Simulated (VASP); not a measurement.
# CeO2 (Fm-3m) in VASP: single point with PBE

Aim: the single point of CeO2 with PBE.

Everything below comes from runs of VASP 6.6.1. Logs are shortened: lines on timing, memory, paths and dates and some standing lists are left out, and cuts for length are marked.

## (1) The cell of the first run

It takes space group Fm-3m (No. 225, cubic). The conventional cell has a = 5.463 Å, b = 5.463 Å, c = 5.463 Å, α = 90.00°, β = 90.00°, γ = 90.00°. Within 3.1 Å of Ce (site symmetry m-3m) lie 8 O at 2.37 Å. O (site symmetry -43m) has 4 Ce at 2.37 Å and 6 O at 2.73 Å within 3.1 Å.

## (2) Single point, PBE, non-collinear spin, zero start, spin-orbit coupling

INCAR

```
PREC = Accurate ; ENCUT = 520
EDIFF = 1E-6 ; ISMEAR = 0
SIGMA = 0.05 ; LREAL = False
LASPH = True ; NELM = 150
ALGO = Normal ; ISIF = 2
LWAVE = False ; LCHARG = False
MAGMOM = 0 0 0 0 0 0 0 0 0 ; LORBIT = 11
LSORBIT = True ; GGA_COMPAT = False
LORBMOM = True ; LMAXMIX = 6
GGA = PE ; NBANDS = 37
```

KPOINTS

```
regular mesh
0
Gamma
  8 8 8
```

POSCAR

```
CeO2
1.0
    0.0000000000      2.7317460820      2.7317460820
    2.7317460820      0.0000000000      2.7317460820
    2.7317460820      2.7317460820      0.0000000000
Ce O
1 2
Direct
    0.0000000000      0.0000000000      0.0000000000
    0.2500000000      0.2500000000      0.2500000000
    0.7500000000      0.7500000000      0.7500000000
```

Potentials or basis: VASP PAW PBE potentials, release 64 (Ce, O).

Started as:

```bash
> cat potpaw_PBE.64/Ce/POTCAR potpaw_PBE.64/O/POTCAR > POTCAR
> mpirun -np 1 vasp_ncl > vasp.out
```

OUTCAR:

```text
PREC = Accurate
   ENCUT = 520
   EDIFF = 1E-6
   ISMEAR = 0
   LREAL = False
   LASPH = True
   NELM = 150
   ISIF = 2
   LORBIT = 11
   LSORBIT = True
   GGA = PE

 ion  position               nearest neighbor table
   1  0.000  0.000  0.000-   3 2.37   3 2.37   3 2.37   2 2.37   2 2.37   2 2.37   3 2.37   2 2.37

   2  0.250  0.250  0.250-   1 2.37   1 2.37   1 2.37   1 2.37
   3  0.750  0.750  0.750-   1 2.37   1 2.37   1 2.37   1 2.37

  LATTYP: Found a face centered cubic cell.
 ALAT       =     5.4634921640

  Lattice vectors:

 A1 = (   0.0000000000,   2.7317460820,   2.7317460820)
 A2 = (   2.7317460820,   0.0000000000,   2.7317460820)
 A3 = (   2.7317460820,   2.7317460820,   0.0000000000)

Analysis of symmetry for initial positions (statically):
=====================================================================
 Subroutine PRICEL returns:
 Original cell was already a primitive cell.

 Routine SETGRP: Setting up the symmetry group for a
 face centered cubic supercell.

 Subroutine GETGRP returns: Found 48 space group operations
 (whereof 48 operations were pure point group operations)
 out of a pool of 48 trial point group operations.

The static configuration has the point symmetry O_h .

Analysis of symmetry for dynamics (positions and initial velocities):
=====================================================================
 Subroutine PRICEL returns:
 Original cell was already a primitive cell.

 Routine SETGRP: Setting up the symmetry group for a
 face centered cubic supercell.

 Subroutine GETGRP returns: Found 48 space group operations
 (whereof 48 operations were pure point group operations)
 out of a pool of 48 trial point group operations.

The dynamic configuration has the point symmetry O_h .

Analysis of structural, dynamic, and magnetic symmetry:
=====================================================================
 Subroutine PRICEL returns:
 Original cell was already a primitive cell.

 Routine SETGRP: Setting up the symmetry group for a
 face centered cubic supercell.

 Subroutine GETGRP returns: Found 48 space group operations
 (whereof 48 operations were pure point group operations)
 out of a pool of 48 trial point group operations.

The overall configuration has the point symmetry O_h .

 Subroutine INISYM returns: Found 48 space group operations
 (whereof 48 operations are pure point group operations),
 and found     1 'primitive' translations

----------------------------------------------------------------------------------------

                                     Primitive cell

  volume of cell :      40.7710

  direct lattice vectors                    reciprocal lattice vectors
     0.000000000  2.731746082  2.731746082    -0.183033117  0.183033117  0.183033117
     2.731746082  0.000000000  2.731746082     0.183033117 -0.183033117  0.183033117
     2.731746082  2.731746082  0.000000000     0.183033117  0.183033117 -0.183033117

  length of vectors
     3.863272358  3.863272358  3.863272358     0.317022658  0.317022658  0.317022658

  position of ions in fractional coordinates (direct lattice)
     0.000000000  0.000000000  0.000000000
     0.250000000  0.250000000  0.250000000
     0.750000000  0.750000000  0.750000000

  ion indices of the primitive-cell ions
   primitive index   ion index
                 1           1
                 2           2
                 3           3

----------------------------------------------------------------------------------------

 KPOINTS: regular mesh

Automatic generation of k-mesh.
[... 108 lines left out ...]
 number of electron      23.9999992 magnetization       0.0000000      0.0000000     -0.0000000

 Free energy of the ion-electron system (eV)
  ---------------------------------------------------
  ext. energy  EPLUGINS =         0.00000000
  ---------------------------------------------------
  free energy    TOTEN  =       -26.56343324 eV

  energy without entropy =      -26.56343324  energy(sigma->0) =      -26.56343324

 E-fermi :   5.2731     XC(G=0): -11.1703

 val. band max:        5.0518583173   @ k =  -0.2500   0.2500   0.0000
 cond. band min:       6.8244574691   @ k =   0.5000   0.0000   0.0000
 fundamental gap:      1.7725991517
 Fermi energy:         5.2730976902

 k-point     1 :       0.0000    0.0000    0.0000
  band No.  band energies     occupation
      1     -27.4195      1.00000
      2     -27.4195      1.00000
      3     -11.4497      1.00000
      4     -11.4497      1.00000
      5     -11.2212      1.00000
      6     -11.2212      1.00000
[... 925 lines left out ...]
     35       7.5775      0.00000
     36       7.5775      0.00000

 [... further k-points ...]

 [bands above 36 left out]

------------------------ aborting loop because EDIFF is reached ----------------------------------------

  FORCE on cell =-STRESS in cart. coord.  units (eV):
  Direction    XX          YY          ZZ          XY          YZ          ZX
  --------------------------------------------------------------------------------------
  -------------------------------------------------------------------------------------
  Total       -0.0472987     -0.0472987     -0.0472987      0.0000000     -0.0000000      0.0000000
  in kB       -1.8586974     -1.8586974     -1.8586974      0.0000000     -0.0000000      0.0000000
  external PRESSURE =      -1.8586974 kB  Pullay stress =       0.0000000 kB

 VOLUME and BASIS-vectors are now :
 -----------------------------------------------------------------------------
  energy-cutoff  :      520.00
  volume of cell :       40.77
      direct lattice vectors                 reciprocal lattice vectors
     0.000000000  2.731746082  2.731746082    -0.183033117  0.183033117  0.183033117
     2.731746082  0.000000000  2.731746082     0.183033117 -0.183033117  0.183033117
     2.731746082  2.731746082  0.000000000     0.183033117  0.183033117 -0.183033117

 POSITION                                       TOTAL-FORCE (eV/Angst)
 -----------------------------------------------------------------------------------
      0.00000      0.00000      0.00000        -0.000000      0.000000      0.000000
      1.36587      1.36587      1.36587         0.000000      0.000000     -0.000000
      4.09762      4.09762      4.09762        -0.000000     -0.000000      0.000000
 -----------------------------------------------------------------------------------
    total drift:                                0.000000      0.000000      0.000000

  FREE ENERGIE OF THE ION-ELECTRON SYSTEM (eV)
  ---------------------------------------------------
  free  energy   TOTEN  =       -26.5634332350 eV

  energy  without entropy=      -26.5634332350  energy(sigma->0) =      -26.56343324

 orbital moment (x)

 # of ion     p       d       f       tot
 ------------------------------------------------
  1         0.000  -0.000  -0.000  -0.000
  2        -0.000   0.000   0.000  -0.000
  3        -0.000   0.000   0.000  -0.000
 ------------------------------------------------
           -0.000  -0.000  -0.000  -0.000

 orbital moment (y)

 # of ion     p       d       f       tot
 ------------------------------------------------
  1         0.000  -0.000  -0.000  -0.000
  2        -0.000   0.000   0.000  -0.000
  3        -0.000   0.000   0.000  -0.000
 ------------------------------------------------
           -0.000  -0.000  -0.000  -0.000

 orbital moment (z)

 # of ion     p       d       f       tot
 ------------------------------------------------
  1         0.000   0.000   0.000   0.000
  2         0.000   0.000   0.000   0.000
  3         0.000   0.000   0.000   0.000
 ------------------------------------------------
            0.000   0.000   0.000   0.000

 Spin-Orbit-Coupling matrix elements

 Ion:    1  E_soc:     -0.6679232
 l=   1
     0.0000000    -0.1083788    -0.1083788
    -0.1083788     0.0000000    -0.1083788
    -0.1083788    -0.1083788     0.0000000
 l=   2
     0.0000000    -0.0001920     0.0000000    -0.0001920    -0.0005733
    -0.0001920     0.0000000    -0.0004300    -0.0001920    -0.0001433
     0.0000000    -0.0004300     0.0000000    -0.0004300     0.0000000
    -0.0001920    -0.0001920    -0.0004300     0.0000000    -0.0001433
    -0.0005733    -0.0001433     0.0000000    -0.0001433     0.0000000
 l=   3
     0.0000000    -0.0002305     0.0000000     0.0000000     0.0000000    -0.0002055    -0.0014961
    -0.0002305     0.0000000    -0.0003841     0.0000000    -0.0003841    -0.0006146    -0.0002305
     0.0000000    -0.0003841     0.0000000    -0.0010604    -0.0000657    -0.0002960     0.0000000
     0.0000000     0.0000000    -0.0010604     0.0000000    -0.0010604     0.0000000     0.0000000
[... 29 lines left out ...]
 l=   2
     0.0000000     0.0000000     0.0000000     0.0000000     0.0000000
     0.0000000     0.0000000     0.0000000     0.0000000     0.0000000
     0.0000000     0.0000000     0.0000000     0.0000000     0.0000000
     0.0000000     0.0000000     0.0000000     0.0000000     0.0000000
     0.0000000     0.0000000     0.0000000     0.0000000     0.0000000
 l=   3
     0.0000000     0.0000000     0.0000000     0.0000000     0.0000000     0.0000000     0.0000000
     0.0000000     0.0000000     0.0000000     0.0000000     0.0000000     0.0000000     0.0000000
     0.0000000     0.0000000     0.0000000     0.0000000     0.0000000     0.0000000     0.0000000
     0.0000000     0.0000000     0.0000000     0.0000000     0.0000000     0.0000000     0.0000000
     0.0000000     0.0000000     0.0000000     0.0000000     0.0000000     0.0000000     0.0000000
     0.0000000     0.0000000     0.0000000     0.0000000     0.0000000     0.0000000     0.0000000
     0.0000000     0.0000000     0.0000000     0.0000000     0.0000000     0.0000000     0.0000000

 total charge

# of ion       s       p       d       f       tot
--------------------------------------------------
    1        2.019   5.805   0.858   0.950   9.631
    2        1.576   3.430   0.000   0.000   5.005
    3        1.576   3.430   0.000   0.000   5.005
--------------------------------------------------
tot          5.171  12.664   0.858   0.950  19.642

 magnetization (x)

# of ion       s       p       d       f       tot
--------------------------------------------------
    1       -0.000   0.000  -0.000   0.000  -0.000
    2        0.000   0.000   0.000   0.000   0.000
    3        0.000   0.000   0.000   0.000   0.000
--------------------------------------------------
tot          0.000   0.000  -0.000   0.000   0.000

 magnetization (y)

# of ion       s       p       d       f       tot
--------------------------------------------------
    1       -0.000   0.000   0.000   0.000  -0.000
    2        0.000   0.000   0.000   0.000   0.000
    3        0.000   0.000   0.000   0.000   0.000
--------------------------------------------------
tot         -0.000   0.000   0.000   0.000  -0.000

 magnetization (z)

# of ion       s       p       d       f       tot
--------------------------------------------------
    1       -0.000   0.000   0.000  -0.000  -0.000
    2       -0.000  -0.000   0.000   0.000  -0.000
    3       -0.000  -0.000   0.000   0.000  -0.000
--------------------------------------------------
tot         -0.000  -0.000   0.000  -0.000  -0.000
```

Run time: 3.1 min. Hardware: 1 thread of Intel Xeon Platinum 8259CL at 2.50GHz (Skylake/Cascade Lake), shared host; peak memory 0.32 GiB.

Results:

| Quantity | Value |
| --- | --- |
| Free energy | -26.5634 eV |
| Pressure | -0.2 GPa |
| Net moment | 0.00 μB per cell |
| Valence electrons inside the program's atomic spheres | Ce 9.63; O 5.00 |

Moments on the atoms (μB; x, y, z):
```
Ce  0.00 0.00 0.00
O   0.00 0.00 0.00
O   0.00 0.00 0.00
```

Caveat: the magnetic or orbital state may not be the lowest.
